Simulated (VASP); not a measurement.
Crystal: BaTe.

```
Ba Te
1.0
     3.41000    3.41000    0.00000
    -3.41000    3.41000    0.00000
     0.00000    3.41000    3.41000
Ba Te
1 1
Direct
  0.00000 0.00000 0.00000
  0.50000 0.50000 0.00000
```

```yaml
Program: VASP 6.6.1
Task: relaxation of cell and atoms
Functional: r2SCAN
Potentials_or_basis: VASP PAW PBE potentials, release 64 (Ba_sv, Te)
Cutoff: 600 eV
k_mesh: 10 × 10 × 10
Occupations: fermi-dirac, width 0.05 eV
Spin: no spin polarisation
```

At the start: pressure 4.5 GPa; volume 39.65 Å³/atom.

Task: How do energy, volume and symmetry change on relaxing?

Result: Over 5 steps the energy falls by 61.2 meV/atom and the volume is 44.48 Å³/atom (+12.2 %); space group Fm-3m (No. 225, to 0.1 Å) before and after.

The path:
```tsv
step	energy change (eV)	largest force (eV/Å)	pressure (GPa)	volume (Å³)
1	0.0000	0.0000	4.50	79.30
2	-0.1080	0.0000	-1.17	92.79
3	-0.1225	0.0000	0.02	88.92
4	-0.1224	0.0000	-0.04	89.12
5	-0.1225	0.0000	0.00	88.97
```

Final structure:
```
CELL_PARAMETERS angstrom
3.54325 3.54325 0.00000
-3.54325 3.54325 0.00000
0.00000 3.54325 3.54325
ATOMIC_POSITIONS crystal
Ba 0.00000 0.00000 0.00000
Te 0.50000 0.50000 0.00000
```

Caveat: the PAW data sets were made with another functional, which shifts forces and pressure a little.
